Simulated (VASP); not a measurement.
The system is TaN.

```xyz
2
Lattice="0.0000 2.1965 2.1965 2.1965 0.0000 2.1965 2.1965 2.1965 0.0000" Properties=species:S:1:pos:R:3 pbc="T T T"
Ta    2.1965    2.1965    2.1965
N     0.0000    0.0000    0.0000
```

Base run:

```yaml
Program: VASP 6.6.1
Functional: r2SCAN
Potentials_or_basis: VASP PAW PBE potentials, release 64 (Ta_pv, N)
Cutoff: 520 eV
k_mesh: 10 × 10 × 10
Occupations: fermi-dirac, width 0.05 eV
Spin: no spin polarisation
```

Its results: band gap on the k mesh zero (band 8 reaches 11.58 eV, above the bottom of band 9 at 7.47 eV); pressure 2.6 GPa.

Q: After a change of settings the same cell gave: band gap on the k mesh zero (band 8 reaches 11.49 eV, above the bottom of band 9 at 7.46 eV); pressure 6.4 GPa. Which change was it?
A. potentials or basis from VASP PAW PBE potentials, release 64 (Ta_pv, N) to VASP PAW PBE potentials, release 64 (Ta_sv_GW, N); cutoff from 520 eV to 660 eV; further incar settings from ALGO = Normal; EDIFF = 1e-07; NBANDS = 15 to ALGO = Normal; EDIFF = 1e-06; NBANDS = 16; valence electrons from 16 to 18
B. functional from r2SCAN to PBEsol; further incar settings from ALGO = Normal; EDIFF = 1e-07; NBANDS = 15 to ALGO = Normal; EDIFF = 1e-06; NBANDS = 15
C. further incar settings from ALGO = Normal; EDIFF = 1e-07; NBANDS = 15 to ALGO = Normal; EDIFF = 1e-06; NBANDS = 15
D. functional from r2SCAN to PBE

A: D.

Caveats: spin-orbit coupling is left out, which moves the levels of the heavy elements; the PAW data sets were made with another functional, which shifts forces and pressure a little (some runs).
